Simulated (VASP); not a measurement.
# AlN: single point with PBEsol

The system is AlN.

```xyz
4
Lattice="3.2223 0.0000 0.0000 -1.6112 2.7906 0.0000 0.0000 0.0000 3.9342" Properties=species:S:1:pos:R:3 pbc="T T T"
Al    0.0000    1.8604    2.9506
Al    1.6112    0.9302    0.9836
N     0.0000    1.8604    0.9836
N     1.6112    0.9302    2.9506
```

| Item | Value |
| --- | --- |
| Program | VASP 6.6.1 |
| Task | single point |
| Functional | PBEsol |
| Potentials or basis | VASP PAW PBE potentials, release 64 (Al, N) |
| Cutoff | 520 eV |
| k mesh | 9 × 9 × 6 |
| Occupations | gaussian, width 0.05 eV |
| Spin | no spin polarisation |
| Dipole correction | no |
| Further INCAR settings | ALGO = Normal; EDIFF = 1e-06; NBANDS = 16 |

The pressure is 25.7 GPa. The band gap on the k mesh is 4.09 eV, direct.

Stress tensor (GPa, compression positive):
```
23.81  0.00  0.00
 0.00 23.81  0.00
 0.00  0.00 29.64
```

Levels at points of the mesh, in eV from the valence-band top:
```
           k point  band 5  band 6  band 7  band 8  band 9  band 10  band 11  band 12
(0.00, 0.00, 0.00)   -3.63   -1.66   -1.66    0.00    4.09     5.32     8.72     8.72
(0.00, 0.00, 0.50)   -2.69   -2.69   -2.69   -2.69    6.36     6.36     8.75     8.75
```

It took 8.2 s on 1 thread of Intel(R) Xeon(R) 6975P-C (Granite Rapids), with other jobs on the host, peak memory 0.15 GiB.

Caveat: the PAW data sets were made with another functional, which shifts forces and pressure a little. A k mesh can miss the band edges.
